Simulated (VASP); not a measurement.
Write the native input for VASP 6.6.1 that does the following.

| Property | Result |
| --- | --- |
| Task | single point |
| Functional | PBE |
| Potentials or basis | VASP PAW PBE potentials, release 64 (Hg, Se, Co) |
| Cutoff | 520 eV |
| k mesh | 5 × 5 × 5 |
| Occupations | fermi-dirac, width 0.005 eV |
| Spin | no spin polarisation |
| Hubbard terms | Co d U = 1.0 eV |
| Dipole correction | no |
| Further INCAR settings | ALGO = Normal; EDIFF = 1e-07; NBANDS = 29 |

The structure of Co2HgSe2 lies in POSCAR:

```
Co2HgSe2
1.0
    0.0000000000      3.6315195443     -0.0000001383
    3.6315195443      0.0000000000     -0.0000001383
    1.8157594402      1.8157594402     -8.7207362549
Hg Se Co
1 2 2
Direct
    0.0000000000      0.0000000000      0.0000000000
    0.3317987697      0.3317987697      0.3364024606
    0.6682012303      0.6682012303      0.6635975394
    0.7500000000      0.2500000000      0.5000000000
    0.2500000000      0.7500000000      0.5000000000
```

One way to write it, as run:

INCAR

```
SYSTEM = Co2HgSe2
ALGO = Normal
EDIFF = 1E-7
ENCUT = 520
GGA = PE
ISIF = 2
ISMEAR = -1
LASPH = .True.
LCHARG = .False.
LDAU = .True.
LDAUJ = 0 0 0
LDAUL = -1 -1 2
LDAUPRINT = 1
LDAUTYPE = 2
LDAUU = 0 0 1
LMAXMIX = 4
LREAL = .False.
LWAVE = .False.
NBANDS = 29
NELM = 150
PREC = Accurate
SIGMA = 0.005
```

KPOINTS

```
k-points
0
Gamma
  5 5 5
  0 0 0
```

Potentials or basis: VASP PAW PBE potentials, release 64 (Hg, Se, Co).

Command:

```bash
$ cat potpaw_PBE.64/Hg/POTCAR potpaw_PBE.64/Se/POTCAR potpaw_PBE.64/Co/POTCAR > POTCAR
$ mpirun -np 1 vasp_std > vasp.out
```

It gave:

* Pressure: -0.3 GPa
* Largest force: 0.055 eV/Å
* Band gap on the k mesh: zero (bands 21 and 22 overlap by 1.17 eV)

Caveat: spin-orbit coupling is left out, which moves the levels of the heavy elements; the run has no spin polarisation, though such a crystal can be magnetic; U without spin polarisation on a metal has little footing.

Wall time 42 s on 1 thread of Intel(R) Xeon(R) 6975P-C (Granite Rapids), on a shared host, peak memory 0.25 GiB.
